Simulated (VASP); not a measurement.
Input of a VASP 6.6.1 run:

Contents of INCAR:

```
PREC     = Accurate       # precision mode
ENCUT    = 520            # plane-wave cutoff, eV
EDIFF    = 1E-6           # SCF threshold, eV
ISMEAR   = 0              # smearing method
SIGMA    = 0.05           # smearing width, eV
LREAL    = False          # projectors in reciprocal space
LASPH    = True           # aspherical terms in the spheres
NELM     = 80             # most SCF steps
ALGO     = Normal         # electronic algorithm
ISIF     = 2              # what is computed and relaxed
LWAVE    = False          # write WAVECAR
LCHARG   = True           # write CHGCAR
GGA      = PE             # functional
LELF     = True           # ELF
LVHAR    = True         
NBANDS   = 20             # bands
```

KPOINTS

```
Automatic mesh
0
Gamma
  8 8 4
```

POSCAR

```
Ga
1.0
    2.9976122055      0.0000000000      0.0000000000
   -1.4988061028      2.5960083207      0.0000000000
    0.0000000000      0.0000000000      4.8979009010
Ga
2
Direct
    0.3333333333      0.6666666667      0.7500000000
    0.6666666667      0.3333333333      0.2500000000
```

Potentials or basis: VASP PAW PBE potentials, release 64 (Ga_d).

Launch:

```sh
$ cat potpaw_PBE.64/Ga_d/POTCAR > POTCAR
$ mpirun -np 1 vasp_std > vasp.out
```

Q: What does it give for the pressure?

A: -0.1 GPa.

Q: Estimate the band gap on the k mesh.

A: Zero (band 13 reaches 9.80 eV, above the bottom of band 14 at 2.38 eV).

Stress tensor (GPa, compression positive):
```
-0.10  0.00  0.00
 0.00 -0.10  0.00
 0.00  0.00  0.03
```
